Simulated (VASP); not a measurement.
# Bi2Te2O (P-3m1) in VASP: further runs

Bi2Te2O is run at these levels: PBE; tasks: single point.

All numbers are computed with VASP 6.6.1; they aren't measurements. Logs are shortened: lines on timing, memory, paths and dates and some standing lists are left out, and cuts for length are marked.

## Step 1: The cell of the first run

It takes space group P-3m1 (No. 164, trigonal). Conventional cell: a = 4.076 Å, b = 4.076 Å, c = 9.604 Å, α = 90.00°, β = 90.00°, γ = 120.00°. Within 3.9 Å of Bi (site symmetry 3m) lie 3 Te at 2.99 Å. Te (site symmetry 3m) has 3 O at 2.73 Å and 3 Bi at 2.99 Å within 3.6 Å. O (site symmetry -3m) has 6 Te at 2.73 Å within 3.6 Å.

## Step 2: Single point, PBE

The input, INCAR:

```
ALGO = Normal
EDIFF = 1E-6
ENCUT = 520
GGA = PE
ISIF = 2
ISMEAR = 0
LASPH = T
LCHARG = F
LREAL = F
LWAVE = F
NBANDS = 32
NELM = 80
PREC = Accurate
SIGMA = 0.1
```

The input, KPOINTS:

```
k-points
0
Gamma
  6 6 2
```

The input, POSCAR:

```
Bi2Te2O
1.0
    4.0759764351     -0.0000000025      0.0000000000
   -2.0379882154      3.5298991393      0.0000000000
    0.0000000000      0.0000000000      9.6036543319
Bi Te O
2 2 1
Direct
    0.3333333333      0.6666666667      0.6636851948
    0.6666666667      0.3333333333      0.3363148052
    0.3333333333      0.6666666667      0.1446619390
    0.6666666667      0.3333333333      0.8553380610
    0.0000000000      0.0000000000      0.0000000000
```

Potentials or basis: VASP PAW PBE potentials, release 64 (Bi_d, Te, O).

Launch:

```bash
$ cat potpaw_PBE.64/Bi_d/POTCAR potpaw_PBE.64/Te/POTCAR potpaw_PBE.64/O/POTCAR > POTCAR
$ mpirun -np 1 vasp_std > vasp.out
```

OUTCAR:

```text
EDIFF = 1E-6
   ENCUT = 520
   GGA = PE
   ISIF = 2
   ISMEAR = 0
   LASPH = T
   LREAL = F
   NELM = 80
   PREC = Accurate

 ion  position               nearest neighbor table
   1  0.333  0.667  0.664-   4 2.99   4 2.99   4 2.99
   2  0.667  0.333  0.336-   3 2.99   3 2.99   3 2.99
   3  0.333  0.667  0.145-   5 2.73   5 2.73   5 2.73   2 2.99   2 2.99   2 2.99   4 3.64   4 3.64
                             4 3.64
   4  0.667  0.333  0.855-   5 2.73   5 2.73   5 2.73   1 2.99   1 2.99   1 2.99   3 3.64   3 3.64
                             3 3.64
   5  0.000  0.000  0.000-   3 2.73   4 2.73   4 2.73   3 2.73   4 2.73   3 2.73

  LATTYP: Found a hexagonal cell.
 ALAT       =     4.0759764351
 C/A-ratio  =     2.3561604157

  Lattice vectors:

 A1 = (   4.0759764351,  -0.0000000025,   0.0000000000)
 A2 = (  -2.0379882154,   3.5298991393,   0.0000000000)
 A3 = (   0.0000000000,   0.0000000000,   9.6036543319)

Analysis of symmetry for initial positions (statically):
=====================================================================
 Subroutine PRICEL returns:
 Original cell was already a primitive cell.

 Routine SETGRP: Setting up the symmetry group for a
 hexagonal supercell.

 Subroutine GETGRP returns: Found 12 space group operations
 (whereof 12 operations were pure point group operations)
 out of a pool of 24 trial point group operations.

The static configuration has the point symmetry D_3d.

Analysis of symmetry for dynamics (positions and initial velocities):
=====================================================================
 Subroutine PRICEL returns:
 Original cell was already a primitive cell.

 Routine SETGRP: Setting up the symmetry group for a
 hexagonal supercell.

 Subroutine GETGRP returns: Found 12 space group operations
 (whereof 12 operations were pure point group operations)
 out of a pool of 24 trial point group operations.

The dynamic configuration has the point symmetry D_3d.

 Subroutine INISYM returns: Found 12 space group operations
 (whereof 12 operations are pure point group operations),
 and found     1 'primitive' translations

----------------------------------------------------------------------------------------

                                     Primitive cell

  volume of cell :     138.1753

  direct lattice vectors                    reciprocal lattice vectors
     4.075976435 -0.000000003  0.000000000     0.245339986  0.141647107  0.000000000
    -2.037988215  3.529899139  0.000000000     0.000000000  0.283294213  0.000000000
     0.000000000  0.000000000  9.603654332     0.000000000  0.000000000  0.104127030

  length of vectors
     4.075976435  4.075976435  9.603654332     0.283294213  0.283294213  0.104127030

  position of ions in fractional coordinates (direct lattice)
     0.333333333  0.666666667  0.663685195
     0.666666667  0.333333333  0.336314805
     0.333333333  0.666666667  0.144661939
     0.666666667  0.333333333  0.855338061
     0.000000000  0.000000000  0.000000000

  ion indices of the primitive-cell ions
   primitive index   ion index
                 1           1
                 2           2
                 3           3
                 4           4
                 5           5

----------------------------------------------------------------------------------------

 KPOINTS: k-points

Automatic generation of k-mesh.
 Grid dimensions read from file:
 generate k-points for:    6    6    2

 Generating k-lattice:

  Cartesian coordinates                     Fractional coordinates (reciprocal lattice)
     0.040889998  0.023607851  0.000000000     0.166666667  0.000000000  0.000000000
     0.000000000  0.047215702  0.000000000     0.000000000  0.166666667  0.000000000
     0.000000000  0.000000000  0.052063515     0.000000000  0.000000000  0.500000000

  Length of vectors
     0.047215702  0.047215702  0.052063515

  Shift w.r.t. Gamma in fractional coordinates (k-lattice)
     0.000000000  0.000000000  0.000000000

 Subroutine IBZKPT returns following result:
 ===========================================

 Found     14 irreducible k-points:

 Following reciprocal coordinates:
            Coordinates               Weight
  0.000000  0.000000  0.000000      1.000000
  0.166667 -0.000000  0.000000      6.000000
  0.333333 -0.000000  0.000000      6.000000
  0.500000 -0.000000  0.000000      3.000000
  0.166667  0.166667  0.000000      6.000000
  0.333333  0.166667  0.000000     12.000000
  0.333333  0.333333  0.000000      2.000000
  0.000000  0.000000  0.500000      1.000000
  0.166667 -0.000000  0.500000      6.000000
  0.333333 -0.000000  0.500000      6.000000
  0.500000 -0.000000  0.500000      3.000000
  0.166667  0.166667  0.500000      6.000000
  0.333333  0.166667  0.500000     12.000000
  0.333333  0.333333  0.500000      2.000000
   k-points           NKPTS =     14   k-points in BZ     NKDIM =     14   number of bands    NBANDS=     32
   number of dos      NEDOS =    301   number of ions     NIONS =      5
   total plane-waves  NPLWV =  64800
   dimension x,y,z NGX =    30 NGY =   30 NGZ =   72
   dimension x,y,z NGXF=    60 NGYF=   60 NGZF=  144
   ions per type =               2   2   1
   NGX,Y,Z   is equivalent  to a cutoff of  12.24, 12.24, 12.46 a.u.
   NGXF,Y,Z  is equivalent  to a cutoff of  24.47, 24.47, 24.93 a.u.
 SYSTEM =  unknown system
   PREC   = accura    normal or accurate (medium, high low for compatibility)
   ISTART =      0    job   : 0-new  1-cont  2-samecut
   ICHARG =      2    charge: 1-file 2-atom 10-const
   ISPIN  =      1    spin polarized calculation?
   LNONCOLLINEAR =      F non collinear calculations
   LSORBIT =      F    spin-orbit coupling
   LASPH  =      T    aspherical Exc in radial PAW
   ENCUT  =  520.0 eV  38.22 Ry    6.18 a.u.   7.58  7.58 17.86*2*pi/ulx,y,z
   NELM   =     80;   NELMIN=  2; NELMDL= -5     # of ELM steps
   EDIFF  = 0.1E-05   stopping-criterion for ELM
   LREAL  =      F    real-space projection
   EDIFFG = 0.1E-04   stopping-criterion for IOM
   NSW    =      0    number of steps for IOM
   IBRION =     -1    ionic relax: 0-MD 1-quasi-New 2-CG
   NFREE  =      0    steps in history (QN), initial steepest desc. (CG)
   ISIF   =      2    stress and relaxation
   ISYM   =      2    0-nonsym 1-usesym 2-fastsym
   POTIM  = 0.5000    time-step for ionic-motion
   TEBEG  =    0.0;   TEEND  =   0.0 temperature during run
   PSTRESS=    0.0 pullay stress
   NELECT =      48.0000    total number of electrons
   NUPDOWN=      -1.0000    fix difference up-down
   EMIN   =  10.00;   EMAX   =-10.00  energy-range for DOS
   EFERMI =   0.00;   METHOD = LEGACY
   ISMEAR =     0;   SIGMA  =   0.10  broadening in eV -4-tet -1-fermi 0-gaus
   EFERMI_NEDOS =   21; number of points for ismear=-14 and -15
   IALGO  =     38    algorithm
   IMIX   =      4    mixing-type and parameters
     AMIX     =   0.40;   BMIX     =  1.00
     AMIX_MAG =   1.60;   BMIX_MAG =  1.00
  volume/ion in A,a.u.               =      27.64       186.49
  Fermi-wavevector in a.u.,A,eV,Ry     =   1.150832  2.174756 18.019736  1.324413
  Thomas-Fermi vector in A             =   2.287493
   LORBIT       =      0    0 simple, 1 ext, 2 COOP (PROOUT), +10 PAW based schemes
   GGA     = PE    functional components
   LHFCALC =     F    Hartree Fock is set to
   AEXX    =    0.0000 exact exchange contribution
   IVDW    =     0    specifies the selected vdW correction
   LEPSILON=     F    determine dielectric tensor
   LRPA    =     F    only Hartree local field effects (RPA)
 non-spin polarized calculation
 Gauss-broadening in eV      SIGMA  =   0.10
  energy-cutoff  :      520.00
  volume of cell :      138.18
 maximum number of plane-waves:      3742
   NGX = 15   NGY = 15   NGZ = 35

 number of electron      48.0000002 magnetization

 Free energy of the ion-electron system (eV)
  ---------------------------------------------------
  ext. energy  EPLUGINS =         0.00000000
  ---------------------------------------------------
  free energy    TOTEN  =       -19.04377734 eV

  energy without entropy =      -19.04114065  energy(sigma->0) =      -19.04245900

 E-fermi :   6.3692     XC(G=0):  -9.7056

 val. band max:        6.3673538483   @ k =   0.3333   0.3333   0.0000
 cond. band min:       6.4472058979   @ k =   0.0000   0.0000   0.0000
 fundamental gap:      0.0798520496
 Fermi energy:         6.3691991306

 k-point     1 :       0.0000    0.0000    0.0000
  band No.  band energies     occupation
      1     -16.2922      2.00000
      2     -16.2922      2.00000
      3     -16.2864      2.00000
      4     -16.2864      2.00000
      5     -16.2720      2.00000
      6     -16.2720      2.00000
[... 24 lines left out ...]
     31      12.7828      0.00000
     32      12.9027      0.00000

 k-point     2 :       0.1667   -0.0000    0.0000
  band No.  band energies     occupation
      1     -16.2951      2.00000
      2     -16.2888      2.00000
      3     -16.2853      2.00000
      4     -16.2798      2.00000
      5     -16.2770      2.00000
      6     -16.2724      2.00000
[... 24 lines left out ...]
     31      12.3068      0.00000
     32      12.6947      0.00000

 k-point     3 :       0.3333   -0.0000    0.0000
  band No.  band energies     occupation
      1     -16.3029      2.00000
      2     -16.2957      2.00000
      3     -16.2837      2.00000
      4     -16.2799      2.00000
      5     -16.2711      2.00000
      6     -16.2688      2.00000
[... 24 lines left out ...]
     31      10.7614      0.00000
     32      13.1544      0.00000

 k-point     4 :       0.5000   -0.0000    0.0000
  band No.  band energies     occupation
      1     -16.3074      2.00000
      2     -16.2995      2.00000
      3     -16.2867      2.00000
      4     -16.2812      2.00000
      5     -16.2716      2.00000
      6     -16.2662      2.00000
[... 24 lines left out ...]
     31      10.1483      0.00000
     32      13.3694      0.00000

 k-point     5 :       0.1667    0.1667    0.0000
  band No.  band energies     occupation
      1     -16.2967      2.00000
      2     -16.2928      2.00000
      3     -16.2799      2.00000
      4     -16.2793      2.00000
      5     -16.2773      2.00000
      6     -16.2728      2.00000
[... 24 lines left out ...]
     31      12.1878      0.00000
     32      12.2536      0.00000

 k-point     6 :       0.3333    0.1667    0.0000
  band No.  band energies     occupation
      1     -16.3008      2.00000
      2     -16.2956      2.00000
      3     -16.2842      2.00000
      4     -16.2807      2.00000
      5     -16.2714      2.00000
      6     -16.2686      2.00000
[... 24 lines left out ...]
     31      11.2982      0.00000
     32      13.2049      0.00000

 k-point     7 :       0.3333    0.3333    0.0000
  band No.  band energies     occupation
      1     -16.2941      2.00000
      2     -16.2941      2.00000
      3     -16.2899      2.00000
      4     -16.2713      2.00000
      5     -16.2683      2.00000
      6     -16.2683      2.00000
[... 24 lines left out ...]
     31      12.5059      0.00000
     32      13.7815      0.00000

 k-point     8 :       0.0000    0.0000    0.5000
  band No.  band energies     occupation
      1     -16.2922      2.00000
      2     -16.2922      2.00000
      3     -16.2864      2.00000
      4     -16.2864      2.00000
      5     -16.2720      2.00000
      6     -16.2720      2.00000
[... 24 lines left out ...]
     31      12.2820      0.00000
     32      12.5214      0.00000

 k-point     9 :       0.1667   -0.0000    0.5000
  band No.  band energies     occupation
      1     -16.2951      2.00000
      2     -16.2888      2.00000
      3     -16.2853      2.00000
      4     -16.2798      2.00000
      5     -16.2771      2.00000
      6     -16.2724      2.00000
[... 24 lines left out ...]
     31      11.6259      0.00000
     32      12.6117      0.00000

 k-point    10 :       0.3333   -0.0000    0.5000
  band No.  band energies     occupation
      1     -16.3029      2.00000
      2     -16.2957      2.00000
      3     -16.2838      2.00000
      4     -16.2799      2.00000
      5     -16.2711      2.00000
      6     -16.2688      2.00000
[... 24 lines left out ...]
     31      10.8675      0.00000
     32      12.6623      0.00000

 k-point    11 :       0.5000   -0.0000    0.5000
  band No.  band energies     occupation
      1     -16.3074      2.00000
      2     -16.2996      2.00000
      3     -16.2867      2.00000
      4     -16.2811      2.00000
      5     -16.2717      2.00000
      6     -16.2662      2.00000
[... 24 lines left out ...]
     31      11.3135      0.00000
     32      11.4692      0.00000

 k-point    12 :       0.1667    0.1667    0.5000
  band No.  band energies     occupation
      1     -16.2967      2.00000
      2     -16.2928      2.00000
      3     -16.2798      2.00000
      4     -16.2794      2.00000
      5     -16.2773      2.00000
      6     -16.2728      2.00000
[... 24 lines left out ...]
     31      11.9531      0.00000
     32      12.0086      0.00000

 k-point    13 :       0.3333    0.1667    0.5000
  band No.  band energies     occupation
      1     -16.3008      2.00000
      2     -16.2956      2.00000
      3     -16.2842      2.00000
      4     -16.2808      2.00000
      5     -16.2715      2.00000
      6     -16.2687      2.00000
[... 24 lines left out ...]
     31      11.7019      0.00000
     32      12.5246      0.00000

 k-point    14 :       0.3333    0.3333    0.5000
  band No.  band energies     occupation
      1     -16.2942      2.00000
      2     -16.2942      2.00000
      3     -16.2898      2.00000
      4     -16.2713      2.00000
      5     -16.2683      2.00000
      6     -16.2683      2.00000
[... 24 lines left out ...]
     31      13.5888      0.00000
     32      13.8467      0.00000

------------------------ aborting loop because EDIFF is reached ----------------------------------------

  FORCE on cell =-STRESS in cart. coord.  units (eV):
  Direction    XX          YY          ZZ          XY          YZ          ZX
  --------------------------------------------------------------------------------------
  -------------------------------------------------------------------------------------
  Total       -0.0273220     -0.0273220      0.0572569      0.0000000      0.0000000      0.0000000
  in kB       -0.3168057     -0.3168057      0.6639079      0.0000000      0.0000000      0.0000000
  external PRESSURE =       0.0100988 kB  Pullay stress =       0.0000000 kB

 VOLUME and BASIS-vectors are now :
 -----------------------------------------------------------------------------
  energy-cutoff  :      520.00
  volume of cell :      138.18
      direct lattice vectors                 reciprocal lattice vectors
     4.075976435 -0.000000003  0.000000000     0.245339986  0.141647107  0.000000000
    -2.037988215  3.529899139  0.000000000     0.000000000  0.283294213  0.000000000
     0.000000000  0.000000000  9.603654332     0.000000000  0.000000000  0.104127030

 POSITION                                       TOTAL-FORCE (eV/Angst)
 -----------------------------------------------------------------------------------
      0.00000      2.35327      6.37380        -0.000000      0.000000     -0.013517
      2.03799      1.17663      3.22985         0.000000     -0.000000      0.013517
      0.00000      2.35327      1.38928         0.000000     -0.000000     -0.040665
      2.03799      1.17663      8.21437        -0.000000      0.000000      0.040665
      0.00000      0.00000      0.00000        -0.000000     -0.000000      0.000000
 -----------------------------------------------------------------------------------
    total drift:                                0.000000     -0.000000      0.000000

  FREE ENERGIE OF THE ION-ELECTRON SYSTEM (eV)
  ---------------------------------------------------
  free  energy   TOTEN  =       -19.0437773399 eV

  energy  without entropy=      -19.0411406541  energy(sigma->0) =      -19.04245900
```

It took 56 s on 1 thread of Intel Xeon Platinum 8559C (Emerald Rapids), shared host; peak memory 0.26 GiB.

What came out:

- Free energy: -19.0438 eV
- Pressure: 0.0 GPa
- Largest force: 0.041 eV/Å
- Band gap on the k mesh: zero (band 24 reaches 6.45 eV, above the bottom of band 25 at 6.37 eV)

Forces in eV/Å, atoms in the order of the input:
```
Bi   0.000  0.000 -0.014
Bi   0.000  0.000  0.014
Te   0.000  0.000 -0.041
Te   0.000  0.000  0.041
O    0.000  0.000  0.000
```

Caveat: spin-orbit coupling is left out, which moves the levels of the heavy elements; this functional lacks dispersion, which binds the layers, so the pressure and a relaxed spacing across them are unreliable.

(Part 1 of 2 ends here.)
